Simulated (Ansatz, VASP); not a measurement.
**One calculation of WC, two programs**

```
CELL_PARAMETERS angstrom
2.86722 0.00000 0.00000
-1.43361 2.48308 0.00000
0.00000 0.00000 2.79826
ATOMIC_POSITIONS crystal
W 0.00000 0.00000 0.00000
C 0.66667 0.33333 0.50000
```

Change from the starting cell: volume scaled by 0.96.

Alike in both runs: task single point; functional LDA; k mesh 10 × 10 × 9; occupations fermi-dirac, width 0.05 eV; no spin polarisation.

```csv
,VASP,Ansatz
version,VASP 6.6.1,Ansatz 0.2.0
potentials or method,"VASP PAW LDA potentials, release 64 (W_sv, C), cutoff 520 eV","all-electron LAPW, scalar-relativistic"
```

Ansatz gave:

* gap on the k mesh at the Fermi level (eV): none
* pressure (GPa): 7.3
* traceless stress, the component that is largest in VASP (GPa): 0.02

Task: What did VASP give for the same quantities?

Result: gap on the k mesh at the Fermi level (eV): none; pressure (GPa): 10.3; traceless stress, the component that is largest in VASP (GPa): 0.39.

LDA's correlation is that of Perdew and Zunger in VASP and of Perdew and Wang (1992) in Ansatz. A gap of «none» marks a metal or a gap that the smearing closes. Ansatz ran all-electron here, and VASP with PAW potentials.

Neither program's run includes spin-orbit coupling.
